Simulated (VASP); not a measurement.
# Rb (P6_3/mmc) in VASP: a series of runs, part 2 of 2

VASP 6.6.1.

## Step 3: Single point, PBEsol (83.62 Å³/atom)

This run uses another cell than the first one, of 83.62 Å³/atom.

INCAR

```
SYSTEM = Rb
ALGO = Normal
EDIFF = 1E-6
ENCUT = 520
GGA = PS
ISIF = 2
ISMEAR = -1
LASPH = .TRUE.
LCHARG = .FALSE.
LREAL = .FALSE.
LWAVE = .FALSE.
NBANDS = 26
NELM = 80
PREC = Accurate
SIGMA = 0.1
```

KPOINTS

```
k-points
0
G
  8 8 3
  0 0 0
```

POSCAR

```
Rb
1.0
    4.9084154712      0.0000000000      0.0000000000
   -2.4542077356      4.2508124904      0.0000000000
    0.0000000000      0.0000000000     16.0308849289
Rb
4
Direct
    0.0000000000      0.0000000000      0.0000000000
    0.0000000000      0.0000000000      0.5000000000
    0.3333333333      0.6666666667      0.2500000000
    0.6666666667      0.3333333333      0.7500000000
```

Potentials or basis: VASP PAW PBE potentials, release 64 (Rb_sv).

The run is started by

```console
$ cat potpaw_PBE.64/Rb_sv/POTCAR > POTCAR
$ mpirun -np 1 vasp_std > vasp.out
```

OUTCAR:

```text
SYSTEM = Rb
   EDIFF = 1E-6
   ENCUT = 520
   GGA = PS
   ISIF = 2
   ISMEAR = -1
   LASPH = .TRUE.
   LREAL = .FALSE.
   NELM = 80
   PREC = Accurate

 ion  position               nearest neighbor table
   1  0.000  0.000  0.000-   3 4.91   4 4.91   4 4.91   3 4.91   4 4.91   3 4.91
   2  0.000  0.000  0.500-   3 4.91   4 4.91   4 4.91   3 4.91   4 4.91   3 4.91
   3  0.333  0.667  0.250-   1 4.91   2 4.91   1 4.91   2 4.91   1 4.91   2 4.91
   4  0.667  0.333  0.750-   1 4.91   2 4.91   1 4.91   2 4.91   1 4.91   2 4.91

  LATTYP: Found a hexagonal cell.
 ALAT       =     4.9084154712
 C/A-ratio  =     3.2660000000

  Lattice vectors:

 A1 = (   4.9084154712,   0.0000000000,   0.0000000000)
 A2 = (  -2.4542077356,   4.2508124904,   0.0000000000)
 A3 = (   0.0000000000,   0.0000000000,  16.0308849289)

Analysis of symmetry for initial positions (statically):
=====================================================================
 Subroutine PRICEL returns:
 Original cell was already a primitive cell.

 Routine SETGRP: Setting up the symmetry group for a
 hexagonal supercell.

 Subroutine GETGRP returns: Found 24 space group operations
 (whereof 12 operations were pure point group operations)
 out of a pool of 24 trial point group operations.

The static configuration has the point symmetry D_3d.
 The point group associated with its full space group is D_6h.

Analysis of symmetry for dynamics (positions and initial velocities):
=====================================================================
 Subroutine PRICEL returns:
 Original cell was already a primitive cell.

 Routine SETGRP: Setting up the symmetry group for a
 hexagonal supercell.

 Subroutine GETGRP returns: Found 24 space group operations
 (whereof 12 operations were pure point group operations)
 out of a pool of 24 trial point group operations.

The dynamic configuration has the point symmetry D_3d.
 The point group associated with its full space group is D_6h.

[... 114 lines left out ...]
   IALGO  =     38    algorithm
   IMIX   =      4    mixing-type and parameters
     AMIX     =   0.40;   BMIX     =  1.00
     AMIX_MAG =   1.60;   BMIX_MAG =  1.00
  volume/ion in A,a.u.               =      83.62       564.30
  Fermi-wavevector in a.u.,A,eV,Ry     =   0.778727  1.471581  8.250794  0.606416
  Thomas-Fermi vector in A             =   1.881684
   LORBIT       =      0    0 simple, 1 ext, 2 COOP (PROOUT), +10 PAW based schemes
   GGA     = PS    functional components
   LHFCALC =     F    Hartree Fock is set to
   AEXX    =    0.0000 exact exchange contribution
   IVDW    =     0    specifies the selected vdW correction
   LEPSILON=     F    determine dielectric tensor
   LRPA    =     F    only Hartree local field effects (RPA)
 non-spin polarized calculation
  energy-cutoff  :      520.00
  volume of cell :      334.48
 maximum number of plane-waves:      9044
 NGX is ok and might be reduce to    40
   NGX = 19   NGY = 19   NGZ = 59

 number of electron      36.0000000 magnetization

 Free energy of the ion-electron system (eV)
  ---------------------------------------------------
  ext. energy  EPLUGINS =         0.00000000
  ---------------------------------------------------
  free energy    TOTEN  =        -4.15334236 eV

  energy without entropy =       -4.03363154  energy(sigma->0) =       -4.09348695

 E-fermi :   0.1260     XC(G=0):  -5.7349

 val. band max:        0.0827554230   @ k =   0.2500   0.2500   0.3333
 cond. band min:       0.1729298980   @ k =   0.3750   0.1250   0.3333
 fundamental gap:      0.0901744750
 Fermi energy:         0.1260139049

 k-point     1 :       0.0000    0.0000    0.0000
  band No.  band energies     occupation
      1     -28.6684      2.00000
      2     -28.6657      2.00000
      3     -28.6652      2.00000
      4     -28.6626      2.00000
      5     -12.8348      2.00000
      6     -12.7723      2.00000
[... 569 lines left out ...]
     25       1.7764      0.00000
     26       1.9752      0.00000

------------------------ aborting loop because EDIFF is reached ----------------------------------------

  FORCE on cell =-STRESS in cart. coord.  units (eV):
  Direction    XX          YY          ZZ          XY          YZ          ZX
  --------------------------------------------------------------------------------------
  -------------------------------------------------------------------------------------
  Total        0.2831015      0.2831015      0.1827247      0.0000000      0.0000000      0.0000000
  in kB        1.3560694      1.3560694      0.8752601      0.0000000      0.0000000      0.0000000
  external PRESSURE =       1.1957997 kB  Pullay stress =       0.0000000 kB

 VOLUME and BASIS-vectors are now :
 -----------------------------------------------------------------------------
  energy-cutoff  :      520.00
  volume of cell :      334.48
      direct lattice vectors                 reciprocal lattice vectors
     4.908415471  0.000000000  0.000000000     0.203731735  0.117624572  0.000000000
    -2.454207736  4.250812490  0.000000000     0.000000000  0.235249144  0.000000000
     0.000000000  0.000000000 16.030884929     0.000000000  0.000000000  0.062379588

 POSITION                                       TOTAL-FORCE (eV/Angst)
 -----------------------------------------------------------------------------------
      0.00000      0.00000      0.00000        -0.000000      0.000000      0.000000
      0.00000      0.00000      8.01544        -0.000000      0.000000      0.000000
     -0.00000      2.83387      4.00772         0.000000     -0.000000      0.000000
      2.45421      1.41694     12.02316        -0.000000      0.000000     -0.000000
 -----------------------------------------------------------------------------------
    total drift:                                0.000000      0.000000      0.000000

  FREE ENERGIE OF THE ION-ELECTRON SYSTEM (eV)
  ---------------------------------------------------
  free  energy   TOTEN  =        -4.1533423624 eV

  energy  without entropy=       -4.0336315400  energy(sigma->0) =       -4.09348695
```

It took 2.8 min on 1 thread of Oxide Virtual Turin-like, shared host; peak memory 0.47 GiB.

What came out:

```yaml
Free_energy: -4.1533 eV
Pressure: 0.1 GPa
Band_gap_on_the_k_mesh: zero (bands 18 and 19 overlap by 1.97 eV)
```

Levels at points of the mesh, in eV from the Fermi level:
```tsv
k point	band 15	band 16	band 17	band 18	band 19	band 20	band 21	band 22
(0.00, 0.00, 0.00)	-12.83	-12.83	-2.08	-1.36	-1.36	0.12	0.73	2.36
(0.50, 0.00, 0.00)	-12.85	-12.85	0.07	0.24	0.40	0.48	0.90	0.97
```

Caveat: the PAW data sets were made with another functional, which shifts forces and pressure a little.

## Step 4: Single point, PBEsol (90.59 Å³/atom)

This run uses another cell than the first one, of 90.59 Å³/atom.

INCAR

```
SYSTEM = Rb
PREC = Accurate ; ENCUT = 520
EDIFF = 1E-6 ; ISMEAR = -1
SIGMA = 0.1 ; LREAL = .False.
LASPH = .True. ; NELM = 60
ALGO = Normal ; ISIF = 2
LWAVE = .False. ; LCHARG = .False.
GGA = PS ; NBANDS = 26
```

KPOINTS

```
Automatic mesh
0
Gamma
  8 8 3
  0 0 0
```

POSCAR

```
Rb
1.0
    5.0411391464      0.0000000000      0.0000000000
   -2.5205695732      4.3657545648      0.0000000000
    0.0000000000      0.0000000000     16.4643604521
Rb
4
Direct
    0.0000000000      0.0000000000      0.0000000000
    0.0000000000      0.0000000000      0.5000000000
    0.3333333333      0.6666666667      0.2500000000
    0.6666666667      0.3333333333      0.7500000000
```

The run is started by

```console
$ cat potpaw_PBE.64/Rb_sv/POTCAR > POTCAR
$ mpirun -np 1 vasp_std > vasp.out
```

It took 3.4 min on 1 thread of Oxide Virtual Turin-like, shared host; peak memory 0.48 GiB.

It converged, with:

- Free energy: -4.1530 eV
- Pressure: -0.1 GPa
- Band gap on the k mesh: zero (bands 18 and 19 overlap by 1.88 eV)

Levels at points of the mesh, in eV from the Fermi level:
```csv
k point,band 14,band 15,band 16,band 17,band 18,band 19,band 20,band 21,band 22,band 23
"(0.00, 0.00, 0.00)",-12.88,-12.88,-12.88,-1.97,-1.30,-1.30,0.14,0.67,2.32,2.33
"(0.50, 0.00, 0.00)",-12.91,-12.90,-12.90,0.08,0.23,0.42,0.49,0.86,0.90,1.49
```

Caveat: the PAW data sets were made with another functional, which shifts forces and pressure a little.

## Step 5: Single point, PBEsol (97.56 Å³/atom)

This run uses another cell than the first one, of 97.56 Å³/atom.

INCAR

```
SYSTEM = Rb
PREC = Accurate ; ENCUT = 520
EDIFF = 1E-6 ; ISMEAR = -1
SIGMA = 0.1 ; LREAL = .FALSE.
LASPH = .TRUE. ; NELM = 80
ALGO = Normal ; ISIF = 2
LWAVE = .FALSE. ; LCHARG = .FALSE.
GGA = PS ; NBANDS = 26
```

KPOINTS

```
regular mesh
0
G
  8 8 3
  0 0 0
```

POSCAR

```
Rb
1.0
    5.1672195284      0.0000000000      0.0000000000
   -2.5836097642      4.4749433785      0.0000000000
    0.0000000000      0.0000000000     16.8761389799
Rb
4
Direct
    0.0000000000      0.0000000000      0.0000000000
    0.0000000000      0.0000000000      0.5000000000
    0.3333333333      0.6666666667      0.2500000000
    0.6666666667      0.3333333333      0.7500000000
```

Potentials or basis: VASP PAW PBE potentials, release 64 (Rb_sv).

The run is started by

```console
$ cat potpaw_PBE.64/Rb_sv/POTCAR > POTCAR
$ mpirun -np 1 vasp_std > vasp.out
```

OUTCAR:

```text
SYSTEM = Rb
   PREC = Accurate
   ENCUT = 520
   EDIFF = 1E-6
   ISMEAR = -1
   LREAL = .FALSE.
   LASPH = .TRUE.
   NELM = 80
   ISIF = 2
   GGA = PS

 ion  position               nearest neighbor table
   1  0.000  0.000  0.000-   3 5.17   4 5.17   3 5.17   4 5.17   4 5.17   3 5.17
   2  0.000  0.000  0.500-   3 5.17   4 5.17   3 5.17   4 5.17   4 5.17   3 5.17
   3  0.333  0.667  0.250-   1 5.17   2 5.17   1 5.17   2 5.17   1 5.17   2 5.17
   4  0.667  0.333  0.750-   1 5.17   2 5.17   1 5.17   2 5.17   1 5.17   2 5.17

  LATTYP: Found a hexagonal cell.
 ALAT       =     5.1672195284
 C/A-ratio  =     3.2660000000

  Lattice vectors:

 A1 = (   5.1672195284,   0.0000000000,   0.0000000000)
 A2 = (  -2.5836097642,   4.4749433785,   0.0000000000)
 A3 = (   0.0000000000,   0.0000000000,  16.8761389799)

Analysis of symmetry for initial positions (statically):
=====================================================================
 Subroutine PRICEL returns:
 Original cell was already a primitive cell.

 Routine SETGRP: Setting up the symmetry group for a
 hexagonal supercell.

[... 166 lines left out ...]

 E-fermi :  -0.2106     XC(G=0):  -5.3501

 val. band max:       -0.2569474103   @ k =   0.2500   0.2500   0.3333
 cond. band min:      -0.1636158202   @ k =   0.3750   0.1250   0.3333
 fundamental gap:      0.0933315901
 Fermi energy:        -0.2105760356

 k-point     1 :       0.0000    0.0000    0.0000
  band No.  band energies     occupation
      1     -29.0914      2.00000
      2     -29.0903      2.00000
      3     -29.0897      2.00000
      4     -29.0886      2.00000
      5     -13.2188      2.00000
      6     -13.1827      2.00000
[... 569 lines left out ...]
     25       1.3724      0.00000
     26       1.5353      0.00000

------------------------ aborting loop because EDIFF is reached ----------------------------------------

  FORCE on cell =-STRESS in cart. coord.  units (eV):
  Direction    XX          YY          ZZ          XY          YZ          ZX
  --------------------------------------------------------------------------------------
  -------------------------------------------------------------------------------------
  Total       -0.6255803     -0.6255803     -0.7100383      0.0000000      0.0000000      0.0000000
  in kB       -2.5684796     -2.5684796     -2.9152434      0.0000000      0.0000000      0.0000000
  external PRESSURE =      -2.6840675 kB  Pullay stress =       0.0000000 kB

 VOLUME and BASIS-vectors are now :
 -----------------------------------------------------------------------------
  energy-cutoff  :      520.00
  volume of cell :      390.23
      direct lattice vectors                 reciprocal lattice vectors
     5.167219528  0.000000000  0.000000000     0.193527679  0.111733257  0.000000000
    -2.583609764  4.474943378  0.000000000     0.000000000  0.223466515  0.000000000
     0.000000000  0.000000000 16.876138980     0.000000000  0.000000000  0.059255260

 POSITION                                       TOTAL-FORCE (eV/Angst)
 -----------------------------------------------------------------------------------
      0.00000      0.00000      0.00000         0.000000      0.000000      0.000000
      0.00000      0.00000      8.43807         0.000000      0.000000      0.000000
     -0.00000      2.98330      4.21903         0.000000     -0.000000     -0.000000
      2.58361      1.49165     12.65710        -0.000000      0.000000      0.000000
 -----------------------------------------------------------------------------------
    total drift:                                0.000000      0.000000      0.000000

  FREE ENERGIE OF THE ION-ELECTRON SYSTEM (eV)
  ---------------------------------------------------
  free  energy   TOTEN  =        -4.1193456152 eV

  energy  without entropy=       -3.9939439664  energy(sigma->0) =       -4.05664479
```

OSZICAR:

```text
N       E                     dE             d eps       ncg     rms          rms(c)
DAV:   1     0.265653999910E+03    0.26565E+03   -0.13262E+04  1056   0.105E+03
DAV:   2     0.276220728789E+02   -0.23803E+03   -0.23263E+03  1446   0.218E+02
DAV:   3    -0.314496695634E+01   -0.30767E+02   -0.30647E+02  1576   0.729E+01
DAV:   4    -0.407590006059E+01   -0.93093E+00   -0.92843E+00  1328   0.143E+01
DAV:   5    -0.411566757782E+01   -0.39768E-01   -0.39759E-01  1554   0.255E+00    0.199E+00
DAV:   6    -0.411686117947E+01   -0.11936E-02   -0.16031E-02  1356   0.603E-01    0.119E+00
DAV:   7    -0.411892479410E+01   -0.20636E-02   -0.11817E-02  1252   0.510E-01    0.944E-02
DAV:   8    -0.411927832211E+01   -0.35353E-03   -0.65959E-04  1480   0.116E-01    0.390E-02
DAV:   9    -0.411934060105E+01   -0.62279E-04   -0.75921E-05  1264   0.549E-02    0.133E-02
DAV:  10    -0.411934539226E+01   -0.47912E-05   -0.19226E-05  1266   0.212E-02    0.346E-03
DAV:  11    -0.411934561515E+01   -0.22289E-06   -0.62102E-07   844   0.357E-03
   1 F= -.41193456E+01 E0= -.40566448E+01  d E =-.125402E+00
```

stdout:

```text
POSCAR found type information on POSCAR Rb
 POSCAR found :  1 types and       4 ions
 scaLAPACK will be used
 -----------------------------------------------------------------------------
|                                                                             |
|                                                                             |
|     You enforced a specific xc type in the INCAR file but a different       |
|     I HOPE YOU KNOW WHAT YOU ARE DOING!                                     |
|                                                                             |
 -----------------------------------------------------------------------------

 LDA part: xc-table for (Slater+PW92), standard interpolation
 POSCAR, INCAR and KPOINTS ok, starting setup
 FFT: planning ... GRIDC
 FFT: planning ... GRID_SOFT
 FFT: planning ... GRID
 WAVECAR not read
 entering main loop
```

It took 3 min on 1 thread of Oxide Virtual Turin-like, shared host; peak memory 0.49 GiB.

What came out:

```yaml
Free_energy: -4.1193 eV
Pressure: -0.3 GPa
Band_gap_on_the_k_mesh: zero (bands 18 and 19 overlap by 1.81 eV)
```

Caveat: the PAW data sets were made with another functional, which shifts forces and pressure a little.

## Step 6: Overview

| cell | gap on the mesh (eV) | pressure (GPa) |
| --- | --- | --- |
| a = 4.768, b = 4.768, c = 15.573 Å, angles 90.0, 90.0, 120.0°, 4 atoms | none | 0.5 |
| a = 4.908, b = 4.908, c = 16.031 Å, angles 90.0, 90.0, 120.0°, 4 atoms | none | 0.1 |
| a = 5.041, b = 5.041, c = 16.464 Å, angles 90.0, 90.0, 120.0°, 4 atoms | none | -0.1 |
| a = 5.167, b = 5.167, c = 16.876 Å, angles 90.0, 90.0, 120.0°, 4 atoms | none | -0.3 |

Alike in all rows: task single point; level PBEsol; potentials or basis VASP PAW PBE potentials, release 64 (Rb_sv); no spin polarisation; k mesh 8 × 8 × 3; cutoff (eV) 520; smearing fermi-dirac 0.1 eV.

Caveats: the PAW data sets were made with another functional, which shifts forces and pressure a little.

Absolute energies hang on the potentials; compare differences alone.

The gap in the log of VASP goes by the Fermi energy; the results here count the filled bands.